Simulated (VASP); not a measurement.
Set up this calculation in VASP 6.6.1, as the native input.

```yaml
Task: single point
Functional: PBEsol
Potentials_or_basis: VASP PAW PBE potentials, release 64 (Ti_sv, Al)
Cutoff: 520 eV
k_mesh: 12 × 12 × 12
Occupations: gaussian, width 0.1 eV
Spin: collinear spin, ferromagnetic start
Starting_moments: "[0.22, 0.22, 0.96, 0.0] μB"
Dipole_correction: no
Further_INCAR_settings: ALGO = Normal; EDIFF = 1e-06; NBANDS = 32
```

The structure of Ti3Al lies in POSCAR:

```
Ti3Al
1.0
    0.0000000000      3.0927504405      3.0927504405
    3.0927504405      0.0000000000      3.0927504405
    3.0927504405      3.0927504405      0.0000000000
Ti Al
3 1
Direct
    0.7500000000      0.7500000000      0.7500000000
    0.2500000000      0.2500000000      0.2500000000
    0.0000000000      0.0000000000      0.0000000000
    0.5000000000      0.5000000000      0.5000000000
```

This cell differs from its parent crystal: volume scaled by 0.91.

These files were run (other wordings do the same):

INCAR

```
SYSTEM = Ti3Al
PREC = Accurate
ENCUT = 520
EDIFF = 1E-6
ISMEAR = 0
SIGMA = 0.1
LREAL = .FALSE.
LASPH = .TRUE.
NELM = 150
ALGO = Normal
ISIF = 2
LWAVE = .FALSE.
LCHARG = .FALSE.
ISPIN = 2
MAGMOM = 0.22 0.22 0.96 0
LORBIT = 11
LMAXMIX = 4
GGA = PS
NBANDS = 32
```

KPOINTS

```
regular mesh
0
G
  12 12 12
  0 0 0
```

Potentials or basis: VASP PAW PBE potentials, release 64 (Ti_sv, Al).

Command:

```console
$ cat potpaw_PBE.64/Ti_sv/POTCAR potpaw_PBE.64/Al/POTCAR > POTCAR
$ mpirun -np 1 vasp_std > vasp.out
```

Results of the run:

```yaml
Pressure: 12.7 GPa
Net_moment: 1.27 μB per cell
Site_moments: Ti +0.14, +0.70; Al -0.01 μB
Valence_electrons_inside_the_program's_atomic_spheres: Ti 10.41, 10.48; Al 0.89
```

Caveat: the PAW data sets were made with another functional, which shifts forces and pressure a little.

Wall time 3 min on 1 thread of Intel(R) Xeon(R) 6975P-C (Granite Rapids), on a shared host, peak memory 0.36 GiB.
